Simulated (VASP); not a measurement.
A run of VASP 6.6.1 is set up as follows.

File INCAR:

```
SYSTEM = WSe2
PREC     = Accurate       ! precision mode
ENCUT    = 500            ! plane-wave cutoff, eV
EDIFF    = 1E-6           ! SCF threshold, eV
ISMEAR   = 0              ! smearing method
SIGMA    = 0.1            ! smearing width, eV
LREAL    = .False.        ! projectors in reciprocal space
LASPH    = .True.         ! aspherical terms in the spheres
NELM     = 120            ! most SCF steps
ALGO     = Normal         ! electronic algorithm
ISIF     = 2              ! what is computed and relaxed
LWAVE    = .False.        ! write WAVECAR
LCHARG   = .False.        ! write CHGCAR
GGA      = CA             ! functional
NBANDS   = 64             ! bands
GGA_COMPAT= .False.
```

KPOINTS

```
regular mesh
0
Gamma
  6 6 1
  0 0 0
```

POSCAR

```
WSe2
1.0
    3.3178488600      0.0000000000      0.0000000000
   -1.6589244300      2.8733414000      0.0000000000
    0.0000000000      0.0000000000     36.4183073100
W Se
4 8
Direct
    0.6666666700      0.3333333300      0.9061104700
    0.6666666700      0.3333333300      0.2804680000
    0.3333333300      0.6666666700      0.7195320000
    0.3333333300      0.6666666700      0.0938895300
    0.3333333300      0.6666666700      0.9517867400
    0.3333333300      0.6666666700      0.3261068200
    0.6666666700      0.3333333300      0.7652045500
    0.6666666700      0.3333333300      0.1395502000
    0.3333333300      0.6666666700      0.8604498000
    0.3333333300      0.6666666700      0.2347954500
    0.6666666700      0.3333333300      0.6738931800
    0.6666666700      0.3333333300      0.0482132600
```

Potentials or basis: VASP PAW LDA potentials, release 64 (W_sv, Se).

Launch:

```bash
$ cat potpaw_LDA.64/W_sv/POTCAR potpaw_LDA.64/Se/POTCAR > POTCAR
$ mpirun -np 1 vasp_std > vasp.out
```

Q: What does it give for the band gap on the k mesh?

A: 1.23 eV (least direct gap 1.46 eV).

Q: What does it give for the largest force?

A: 0.325 eV/Å.

Forces in eV/Å, atoms in the order of the input:
```
W    0.000  0.000  0.010
W    0.000  0.000 -0.002
W    0.000  0.000  0.002
W    0.000  0.000 -0.010
Se   0.000  0.000 -0.239
Se   0.000  0.000 -0.325
Se   0.000  0.000 -0.234
Se   0.000  0.000 -0.231
Se   0.000  0.000  0.231
Se   0.000  0.000  0.234
Se   0.000  0.000  0.325
Se   0.000  0.000  0.239
```

Caveat: there is no dipole correction, which matters where the two faces differ; spin-orbit coupling is left out, which moves the levels of the heavy elements.
